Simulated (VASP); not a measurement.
Input of a VASP 6.6.1 run:

INCAR

```
SYSTEM = Mg
PREC = Accurate
ENCUT = 520
EDIFF = 1E-6
ISMEAR = 0
SIGMA = 0.1
LREAL = .False.
LASPH = .True.
NELM = 60
ALGO = Fast
ISIF = 2
LWAVE = .False.
LCHARG = .False.
GGA = PS
NBANDS = 9
```

File KPOINTS:

```
regular mesh
0
Gamma
  18 18 8
  0 0 0
```

The input POSCAR:

```
Mg
1.0
    3.1871890189      0.0000000000      0.0000000000
   -1.5935945094      2.7601866570      0.0000000000
    0.0000000000      0.0000000000      5.1135935885
Mg
2
Direct
    0.3333333333      0.6666666667      0.2500000000
    0.6666666667      0.3333333333      0.7500000000
```

Potentials or basis: VASP PAW PBE potentials, release 64 (Mg).

Command:

```bash
$ cat potpaw_PBE.64/Mg/POTCAR > POTCAR
$ mpirun -np 1 vasp_std > vasp.out
```

Problem. What does it give for the pressure?

Solution. 0.0 GPa.

Problem. What does it give for the band gap on the k mesh?

Solution. Zero (bands 2 and 3 overlap by 2.15 eV).

Caveat: the PAW data sets were made with another functional, which shifts forces and pressure a little.
